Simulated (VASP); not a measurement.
# CdI2 (P-3m1) in VASP: a series of runs

The runs below take CdI2 through single point, with PBEsol.

Program: VASP 6.6.1. These are calculated values, not measurements. Logs are shortened: lines on timing, memory, paths and dates and some standing lists are left out, and cuts for length are marked.

## 1. The cell of the first run

Symmetry: P-3m1, No. 164, trigonal system. Conventional cell: a = 3.164 Å, b = 3.164 Å, c = 6.170 Å, α = 90.00°, β = 90.00°, γ = 120.00°. Within 3.5 Å of Cd (site symmetry -3m) lie 6 I at 2.65 Å and 6 Cd at 3.16 Å. Within 3.5 Å of I (site symmetry 3m) lie 3 Cd at 2.65 Å and 9 I at 2.96 to 3.16 Å.

## 2. Single point, PBEsol

INCAR

```
ALGO     = Normal         # electronic algorithm
EDIFF    = 1E-6           # SCF threshold, eV
ENCUT    = 500            # plane-wave cutoff, eV
GGA      = PS             # functional
GGA_COMPAT= False        
ISIF     = 2              # what is computed and relaxed
ISMEAR   = -1             # smearing method
LASPH    = True           # aspherical terms in the spheres
LCHARG   = False          # write CHGCAR
LREAL    = False          # projectors in reciprocal space
LWAVE    = False          # write WAVECAR
NBANDS   = 20             # bands
NELM     = 120            # most SCF steps
PREC     = Accurate       # precision mode
SIGMA    = 0.03           # smearing width, eV
```

KPOINTS

```
k-points
0
Gamma
  8 8 4
```

POSCAR

```
CdI2
1.0
    3.1639748409      0.0000000000      0.0000000000
   -1.5819874204      2.7400825892      0.0000000000
    0.0000000000      0.0000000000      6.1704312064
Cd I
1 2
Direct
    0.0000000000      0.0000000000      0.0000000000
    0.3333333333      0.6666666667      0.3108578756
    0.6666666667      0.3333333333      0.6891421244
```

Potentials or basis: VASP PAW PBE potentials, release 64 (Cd, I).

Launch:

```sh
$ cat potpaw_PBE.64/Cd/POTCAR potpaw_PBE.64/I/POTCAR > POTCAR
$ mpirun -np 1 vasp_std > vasp.out
```

OUTCAR:

```text
EDIFF = 1E-6
   ENCUT = 500
   GGA = PS
   ISIF = 2
   ISMEAR = -1
   LASPH = True
   LREAL = False
   NELM = 120
   PREC = Accurate

 ion  position               nearest neighbor table
   1  0.000  0.000  0.000-   2 2.65   3 2.65   3 2.65   2 2.65   3 2.65   2 2.65
   2  0.333  0.667  0.311-   1 2.65   1 2.65   1 2.65   3 2.96   3 2.96   3 2.96
   3  0.667  0.333  0.689-   1 2.65   1 2.65   1 2.65   2 2.96   2 2.96   2 2.96

  LATTYP: Found a hexagonal cell.
 ALAT       =     3.1639748409
 C/A-ratio  =     1.9502150038

  Lattice vectors:

 A1 = (   3.1639748409,   0.0000000000,   0.0000000000)
 A2 = (  -1.5819874204,   2.7400825892,   0.0000000000)
 A3 = (   0.0000000000,   0.0000000000,   6.1704312064)

Analysis of symmetry for initial positions (statically):
=====================================================================
 Subroutine PRICEL returns:
 Original cell was already a primitive cell.

 Routine SETGRP: Setting up the symmetry group for a
 hexagonal supercell.

 Subroutine GETGRP returns: Found 12 space group operations
 (whereof 12 operations were pure point group operations)
 out of a pool of 24 trial point group operations.

The static configuration has the point symmetry D_3d.

Analysis of symmetry for dynamics (positions and initial velocities):
=====================================================================
 Subroutine PRICEL returns:
 Original cell was already a primitive cell.

 Routine SETGRP: Setting up the symmetry group for a
 hexagonal supercell.

 Subroutine GETGRP returns: Found 12 space group operations
 (whereof 12 operations were pure point group operations)
 out of a pool of 24 trial point group operations.

The dynamic configuration has the point symmetry D_3d.

 Subroutine INISYM returns: Found 12 space group operations
 (whereof 12 operations are pure point group operations),
 and found     1 'primitive' translations

----------------------------------------------------------------------------------------

                                     Primitive cell

  volume of cell :      53.4949

  direct lattice vectors                    reciprocal lattice vectors
     3.163974841  0.000000000  0.000000000     0.316058139  0.182476252  0.000000000
    -1.581987420  2.740082589  0.000000000     0.000000000  0.364952503  0.000000000
     0.000000000  0.000000000  6.170431206     0.000000000  0.000000000  0.162063228

  length of vectors
     3.163974841  3.163974841  6.170431206     0.364952503  0.364952503  0.162063228

  position of ions in fractional coordinates (direct lattice)
     0.000000000  0.000000000  0.000000000
     0.333333333  0.666666667  0.310857876
     0.666666667  0.333333333  0.689142124

  ion indices of the primitive-cell ions
   primitive index   ion index
                 1           1
                 2           2
                 3           3

----------------------------------------------------------------------------------------

 KPOINTS: k-points

Automatic generation of k-mesh.
 Grid dimensions read from file:
 generate k-points for:    8    8    4

 Generating k-lattice:

  Cartesian coordinates                     Fractional coordinates (reciprocal lattice)
     0.039507267  0.022809531  0.000000000     0.125000000 -0.000000000  0.000000000
     0.000000000  0.045619063  0.000000000     0.000000000  0.125000000  0.000000000
     0.000000000  0.000000000  0.040515807     0.000000000  0.000000000  0.250000000

  Length of vectors
     0.045619063  0.045619063  0.040515807

  Shift w.r.t. Gamma in fractional coordinates (k-lattice)
     0.000000000  0.000000000  0.000000000

 Subroutine IBZKPT returns following result:
 ===========================================

 Found     35 irreducible k-points:

 Following reciprocal coordinates:
            Coordinates               Weight
  0.000000  0.000000  0.000000      1.000000
  0.125000 -0.000000  0.000000      6.000000
  0.250000 -0.000000  0.000000      6.000000
  0.375000 -0.000000  0.000000      6.000000
  0.500000 -0.000000  0.000000      3.000000
  0.125000  0.125000  0.000000      6.000000
[... 16 lines left out ...]
 -0.125000  0.500000  0.250000     12.000000
  0.250000  0.250000  0.250000     12.000000
 [... further k-points ...]
   k-points           NKPTS =     35   k-points in BZ     NKDIM =     35   number of bands    NBANDS=     20
   number of dos      NEDOS =    301   number of ions     NIONS =      3
   total plane-waves  NPLWV =  27648
   dimension x,y,z NGX =    24 NGY =   24 NGZ =   48
   dimension x,y,z NGXF=    48 NGYF=   48 NGZF=   96
   ions per type =               1   2
   NGX,Y,Z   is equivalent  to a cutoff of  12.61, 12.61, 12.93 a.u.
   NGXF,Y,Z  is equivalent  to a cutoff of  25.22, 25.22, 25.86 a.u.
 SYSTEM =  unknown system
   PREC   = accura    normal or accurate (medium, high low for compatibility)
   ISTART =      0    job   : 0-new  1-cont  2-samecut
   ICHARG =      2    charge: 1-file 2-atom 10-const
   ISPIN  =      1    spin polarized calculation?
   LNONCOLLINEAR =      F non collinear calculations
   LSORBIT =      F    spin-orbit coupling
   LASPH  =      T    aspherical Exc in radial PAW
   ENCUT  =  500.0 eV  36.75 Ry    6.06 a.u.   5.77  5.77 11.25*2*pi/ulx,y,z
   NELM   =    120;   NELMIN=  2; NELMDL= -5     # of ELM steps
   EDIFF  = 0.1E-05   stopping-criterion for ELM
   LREAL  =      F    real-space projection
   EDIFFG = 0.1E-04   stopping-criterion for IOM
   NSW    =      0    number of steps for IOM
   IBRION =     -1    ionic relax: 0-MD 1-quasi-New 2-CG
   NFREE  =      0    steps in history (QN), initial steepest desc. (CG)
   ISIF   =      2    stress and relaxation
   ISYM   =      2    0-nonsym 1-usesym 2-fastsym
   POTIM  = 0.5000    time-step for ionic-motion
   TEBEG  =    0.0;   TEEND  =   0.0 temperature during run
   PSTRESS=    0.0 pullay stress
   NELECT =      26.0000    total number of electrons
   NUPDOWN=      -1.0000    fix difference up-down
   EMIN   =  10.00;   EMAX   =-10.00  energy-range for DOS
   EFERMI =   0.00;   METHOD = LEGACY
   ISMEAR =    -1;   SIGMA  =   0.03  broadening in eV -4-tet -1-fermi 0-gaus
   EFERMI_NEDOS =   21; number of points for ismear=-14 and -15
   IALGO  =     38    algorithm
   IMIX   =      4    mixing-type and parameters
     AMIX     =   0.40;   BMIX     =  1.00
     AMIX_MAG =   1.60;   BMIX_MAG =  1.00
  volume/ion in A,a.u.               =      17.83       120.33
  Fermi-wavevector in a.u.,A,eV,Ry     =   1.287148  2.432357 22.541459  1.656750
  Thomas-Fermi vector in A             =   2.419180
   LORBIT       =      0    0 simple, 1 ext, 2 COOP (PROOUT), +10 PAW based schemes
   GGA     = PS    functional components
   LHFCALC =     F    Hartree Fock is set to
   AEXX    =    0.0000 exact exchange contribution
   IVDW    =     0    specifies the selected vdW correction
   LEPSILON=     F    determine dielectric tensor
   LRPA    =     F    only Hartree local field effects (RPA)
 non-spin polarized calculation
  energy-cutoff  :      500.00
  volume of cell :       53.49
 maximum number of plane-waves:      1372
 NGX is ok and might be reduce to    24
   NGX = 11   NGY = 11   NGZ = 23

 number of electron      25.9999996 magnetization

 Free energy of the ion-electron system (eV)
  ---------------------------------------------------
  ext. energy  EPLUGINS =         0.00000000
  ---------------------------------------------------
  free energy    TOTEN  =         0.41693549 eV

  energy without entropy =        0.42157485  energy(sigma->0) =        0.41925517

 E-fermi :  12.7717     XC(G=0): -12.3573

 val. band max:       12.7391907194   @ k =   0.0000   0.1250   0.2500
 cond. band min:      12.7898571976   @ k =   0.3750   0.2500   0.2500
 fundamental gap:      0.0506664783
 Fermi energy:        12.7716839979

 k-point     1 :       0.0000    0.0000    0.0000
  band No.  band energies     occupation
      1      -6.3963      2.00000
      2      -3.6701      2.00000
      3       0.8285      2.00000
      4       1.7625      2.00000
      5       1.7625      2.00000
      6       2.0480      2.00000
[... 12 lines left out ...]
     19      20.5659      0.00000
     20      21.7090      0.00000

 k-point     2 :       0.1250   -0.0000    0.0000
  band No.  band energies     occupation
      1      -6.1006      2.00000
      2      -3.4731      2.00000
      3       1.0885      2.00000
      4       1.7292      2.00000
      5       1.8529      2.00000
      6       2.1288      2.00000
[... 12 lines left out ...]
     19      20.1975      0.00000
     20      21.1966      0.00000

 k-point     3 :       0.2500   -0.0000    0.0000
  band No.  band energies     occupation
      1      -5.2379      2.00000
      2      -2.9543      2.00000
      3       1.3667      2.00000
      4       1.8384      2.00000
      5       1.9340      2.00000
      6       2.0774      2.00000
[... 12 lines left out ...]
     19      20.3031      0.00000
     20      22.5015      0.00000

 k-point     4 :       0.3750   -0.0000    0.0000
  band No.  band energies     occupation
      1      -3.9275      2.00000
      2      -2.4159      2.00000
      3       1.3220      2.00000
      4       1.4564      2.00000
      5       1.8762      2.00000
      6       2.3363      2.00000
[... 12 lines left out ...]
     19      19.5307      0.00000
     20      21.9563      0.00000

 k-point     5 :       0.5000   -0.0000    0.0000
  band No.  band energies     occupation
      1      -2.7907      2.00000
      2      -2.4842      2.00000
      3       0.7314      2.00000
      4       1.3439      2.00000
      5       1.8437      2.00000
      6       2.6890      2.00000
[... 12 lines left out ...]
     19      19.1037      0.00000
     20      20.7965      0.00000
[... 353 lines left out ...]
      6       1.9497      2.00000
[... 12 lines left out ...]
     19      20.9151      0.00000
     20      21.7854      0.00000

 k-point    22 :       0.3750    0.1250    0.2500
  band No.  band energies     occupation
      1      -3.0411      2.00000
      2      -2.2954      2.00000
      3       1.3024      2.00000
      4       1.5091      2.00000
      5       1.6955      2.00000
      6       2.3452      2.00000
[... 12 lines left out ...]
     19      20.2337      0.00000
     20      22.5144      0.00000

 k-point    23 :      -0.1250    0.5000    0.2500
  band No.  band energies     occupation
      1      -3.2119      2.00000
      2      -1.9329      2.00000
      3       1.0505      2.00000
      4       1.2702      2.00000
      5       1.7661      2.00000
      6       2.0252      2.00000
[... 12 lines left out ...]
     19      20.6412      0.00000
     20      22.1308      0.00000

 k-point    24 :       0.2500    0.2500    0.2500
  band No.  band energies     occupation
      1      -3.2344      2.00000
      2      -2.1014      2.00000
      3       1.2909      2.00000
      4       1.5802      2.00000
      5       1.8475      2.00000
      6       2.0185      2.00000
[... 12 lines left out ...]
     19      20.9257      0.00000
     20      21.6110      0.00000

 [... further k-points ...]
[... 5 lines left out ...]
  --------------------------------------------------------------------------------------
  -------------------------------------------------------------------------------------
  Total       25.8478517     25.8478517     26.2942668      0.0000000      0.0000000      0.0000000
  in kB      774.1459507    774.1459507    787.5161319      0.0000000      0.0000000      0.0000000
  external PRESSURE =     778.6026777 kB  Pullay stress =       0.0000000 kB

 VOLUME and BASIS-vectors are now :
 -----------------------------------------------------------------------------
  energy-cutoff  :      500.00
  volume of cell :       53.49
      direct lattice vectors                 reciprocal lattice vectors
     3.163974841  0.000000000  0.000000000     0.316058139  0.182476252  0.000000000
    -1.581987420  2.740082589  0.000000000     0.000000000  0.364952503  0.000000000
     0.000000000  0.000000000  6.170431206     0.000000000  0.000000000  0.162063228

 POSITION                                       TOTAL-FORCE (eV/Angst)
 -----------------------------------------------------------------------------------
      0.00000      0.00000      0.00000         0.000000      0.000000      0.000000
     -0.00000      1.82672      1.91813         0.000000     -0.000000      0.165598
      1.58199      0.91336      4.25230        -0.000000      0.000000     -0.165598
 -----------------------------------------------------------------------------------
    total drift:                               -0.000000     -0.000000     -0.000000

  FREE ENERGIE OF THE ION-ELECTRON SYSTEM (eV)
  ---------------------------------------------------
  free  energy   TOTEN  =         0.4169354948 eV

  energy  without entropy=        0.4215748489  energy(sigma->0) =        0.41925517
```

It took 30 s on 1 thread of Intel Xeon Platinum 8488C (Sapphire Rapids), shared host; peak memory 0.19 GiB.

Results:

* Free energy: 0.4169 eV
* Pressure: 77.9 GPa
* Largest force: 0.166 eV/Å
* Band gap on the k mesh: zero (bands 13 and 14 overlap by 1.73 eV)

Forces in eV/Å, atoms in the order of the input:
```
Cd   0.000  0.000  0.000
I    0.000  0.000  0.166
I    0.000  0.000 -0.166
```

Stress tensor (GPa, compression positive):
```
77.41  0.00  0.00
 0.00 77.41  0.00
 0.00  0.00 78.75
```

Caveat: the cell stands under pressure; the PAW data sets were made with another functional, which shifts forces and pressure a little; spin-orbit coupling is left out, which moves the levels of the heavy elements.

## 3. Single point, PBEsol

This run uses another cell than the first one, of 21.40 Å³/atom.

INCAR

```
PREC = Accurate
ENCUT = 500
EDIFF = 1E-6
ISMEAR = -1
SIGMA = 0.03
LREAL = F
LASPH = T
NELM = 120
ALGO = Normal
ISIF = 2
LWAVE = F
LCHARG = F
GGA = PS
NBANDS = 20
GGA_COMPAT = F
```

KPOINTS

```
regular mesh
0
Gamma
  8 8 4
```

POSCAR

```
CdI2
1.0
    3.4952818728      0.0000000000      0.0000000000
   -1.7476409364      3.0270028952      0.0000000000
    0.0000000000      0.0000000000      6.0673408648
Cd I
1 2
Direct
    0.0000000000      0.0000000000      0.0000000000
    0.3333333333      0.6666666667      0.2976039607
    0.6666666667      0.3333333333      0.7023960393
```

Potentials or basis: VASP PAW PBE potentials, release 64 (Cd, I).

Launch:

```sh
$ cat potpaw_PBE.64/Cd/POTCAR potpaw_PBE.64/I/POTCAR > POTCAR
$ mpirun -np 1 vasp_std > vasp.out
```

It took 39 s on 1 thread of Intel Xeon Platinum 8488C (Sapphire Rapids), shared host; peak memory 0.2 GiB.

The run converged. Its results:

```yaml
Free_energy: -3.3299 eV
Pressure: 39.4 GPa
Largest_force: 0.100 eV/Å
Band_gap_on_the_k_mesh: 0.09 eV (least direct gap 2.13 eV)
```

Forces on the atoms (eV/Å):
```
Cd   0.000  0.000  0.000
I    0.000  0.000  0.100
I    0.000  0.000 -0.100
```

Stress tensor (GPa, compression positive):
```
39.36  0.00  0.00
 0.00 39.36  0.00
 0.00  0.00 39.52
```

Levels at points of the mesh, in eV from the valence-band top:
```
           k point  band 11  band 12  band 13  band 14  band 15  band 16
(0.00, 0.00, 0.00)    -0.96    -0.60    -0.60     2.76     3.93     6.35
(0.50, 0.00, 0.00)    -3.68    -3.66    -0.72     2.69     2.81     3.49
(0.00, 0.00, 0.50)    -1.42     0.00     0.00     4.64     4.74     5.72
(0.50, 0.00, 0.50)    -2.57    -2.37    -2.25     0.98     1.58     3.08
```

Caveat: the cell stands under pressure; the PAW data sets were made with another functional, which shifts forces and pressure a little; spin-orbit coupling is left out, which moves the levels of the heavy elements. A k mesh can miss the band edges.

## 4. Single point, PBEsol

This run uses another cell than the first one, of 28.53 Å³/atom.

INCAR

```
  PREC = Accurate
  ENCUT = 500
  EDIFF = 1E-6
  ISMEAR = -1
  SIGMA = 0.03
  LREAL = False
  LASPH = True
  NELM = 120
  ALGO = Normal
  ISIF = 2
  LWAVE = False
  LCHARG = False
  GGA = PS
  NBANDS = 20
  GGA_COMPAT = False
```

KPOINTS is that of step 3.

POSCAR

```
CdI2
1.0
    3.9783659557      0.0000000000      0.0000000000
   -1.9891829778      3.4453659832      0.0000000000
    0.0000000000      0.0000000000      6.2444196353
Cd I
1 2
Direct
    0.0000000000      0.0000000000      0.0000000000
    0.3333333333      0.6666666667      0.2764654787
    0.6666666667      0.3333333333      0.7235345213
```

Launch:

```sh
$ cat potpaw_PBE.64/Cd/POTCAR potpaw_PBE.64/I/POTCAR > POTCAR
$ mpirun -np 1 vasp_std > vasp.out
```

Wall time 65 s (1 thread of Intel Xeon Platinum 8488C (Sapphire Rapids), shared host); peak memory 0.22 GiB.

Results (log left out):

```yaml
Free_energy: -6.0057 eV
Pressure: 7.7 GPa
Largest_force: 0.044 eV/Å
Band_gap_on_the_k_mesh: 1.93 eV (least direct gap 2.69 eV)
```

Forces in eV/Å, atoms in the order of the input:
```
Cd   0.000  0.000  0.000
I    0.000  0.000  0.044
I    0.000  0.000 -0.044
```

Levels at points of the mesh, in eV from the valence-band top:
```csv
k point,band 10,band 11,band 12,band 13,band 14,band 15,band 16,band 17
"(0.00, 0.00, 0.00)",-0.51,-0.47,-0.47,-0.19,2.66,4.10,6.33,6.33
"(0.50, 0.00, 0.00)",-3.31,-2.31,-1.69,-0.21,2.81,4.53,4.74,5.85
"(0.00, 0.00, 0.50)",-0.88,-0.88,-0.02,-0.02,4.35,4.45,5.88,5.88
"(0.50, 0.00, 0.50)",-1.67,-1.66,-1.19,-0.97,2.12,4.06,4.97,6.19
```

Caveat: the cell stands under pressure; the PAW data sets were made with another functional, which shifts forces and pressure a little; spin-orbit coupling is left out, which moves the levels of the heavy elements. A k mesh can miss the band edges.

## 5. Overview

```csv
cell,gap on the mesh (eV),pressure (GPa),largest force (eV/Å)
"a = 3.164, b = 3.164, c = 6.170 Å, angles 90.0, 90.0, 120.0°, 3 atoms, atomic positions A",none,77.9,0.17
"a = 3.495, b = 3.495, c = 6.067 Å, angles 90.0, 90.0, 120.0°, 3 atoms, atomic positions B",0.09,39.4,0.10
"a = 3.978, b = 3.978, c = 6.244 Å, angles 90.0, 90.0, 120.0°, 3 atoms, atomic positions C",1.93,7.7,0.04
```

Alike in all rows: task single point; level PBEsol; potentials or basis VASP PAW PBE potentials, release 64 (Cd, I); no spin polarisation; k mesh 8 × 8 × 4; cutoff (eV) 500; smearing fermi-dirac 0.03 eV.

Caveats: the cell stands under pressure; the PAW data sets were made with another functional, which shifts forces and pressure a little; spin-orbit coupling is left out, which moves the levels of the heavy elements.

Total energies depend on the potentials used, so only differences within one code and one set of settings carry meaning.
